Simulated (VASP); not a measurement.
Write the native input for VASP 6.6.1 that does the following.

| Property | Result |
| --- | --- |
| Task | single point |
| Functional | PBE |
| Dispersion | D3(BJ) |
| Potentials or basis | VASP PAW PBE potentials, release 64 (W_sv, C, Ge_d, H) |
| Cutoff | 520 eV |
| k mesh | 3 × 3 × 1 |
| Occupations | gaussian, width 0.15 eV |
| Spin | no spin polarisation |
| Dipole correction | no |
| Further INCAR settings | LREAL = Auto; ALGO = Normal; EDIFF = 1e-06; NBANDS = 95 |

The structure of GeH2W8C8 lies in POSCAR:

```
GeH2W8C8
1.0
    5.7832000000      0.0000000000      0.0000000000
   -2.8916000000      5.0083980000      0.0000000000
    0.0000000000      0.0000000000     17.2447000000
W C Ge H
8 8 1 2
Direct
    0.0000000000      0.0000000000      0.0579887734
    0.0069750480      0.0005668479      0.2241572193
    0.0000000000      0.5000000000      0.0579887734
    0.0042908847      0.5017644365      0.2235514100
    0.5000000000      0.0000000000      0.0579887734
    0.5062100710      0.0004700106      0.2213557789
    0.5000000000      0.5000000000      0.0579887734
    0.5046686278      0.4995291908      0.2246821342
    0.3348351141      0.1668385779      0.1346447314
    0.3492408297      0.1707302415      0.2935779689
    0.3343064142      0.6650947069      0.1347451681
    0.3392488343      0.6699501517      0.2948656109
    0.8356146590      0.1664765859      0.1338361931
    0.8438243127      0.1742387486      0.2882540723
    0.8340588593      0.6659009528      0.1348229891
    0.8410793561      0.6721991743      0.2902139208
    0.4356457621     -0.0667652611      0.3752299547
    0.2211327601     -0.0791402760      0.4303628941
    0.6942338289     -0.0159793611      0.4168087006
```

These files were run (other wordings do the same):

INCAR

```
PREC = Accurate
ENCUT = 520
EDIFF = 1E-6
ISMEAR = 0
SIGMA = 0.15
LREAL = Auto
LASPH = True
NELM = 100
ALGO = Normal
ISIF = 2
LWAVE = False
LCHARG = False
GGA = PE
IVDW = 12
NBANDS = 95
```

KPOINTS

```
regular mesh
0
Gamma
  3 3 1
```

Potentials or basis: VASP PAW PBE potentials, release 64 (W_sv, C, Ge_d, H).

Run with:

```bash
$ cat potpaw_PBE.64/W_sv/POTCAR potpaw_PBE.64/C/POTCAR potpaw_PBE.64/Ge_d/POTCAR potpaw_PBE.64/H/POTCAR > POTCAR
$ mpirun -np 1 vasp_std > vasp.out
```

It gave:

```
Largest force              : 0.295 eV/Å
Band gap on the k mesh     : zero (bands 80 and 81 overlap by 0.40 eV)
Dispersion energy per atom : -0.271 eV
```

Caveat: the k points lie up to 0.42 Å⁻¹ apart; spin-orbit coupling is left out, which moves the levels of the heavy elements.

Wall time 9.2 min on 1 thread of Intel(R) Xeon(R) Platinum 8488C (Sapphire Rapids), with other jobs on the host, peak memory 0.7 GiB.
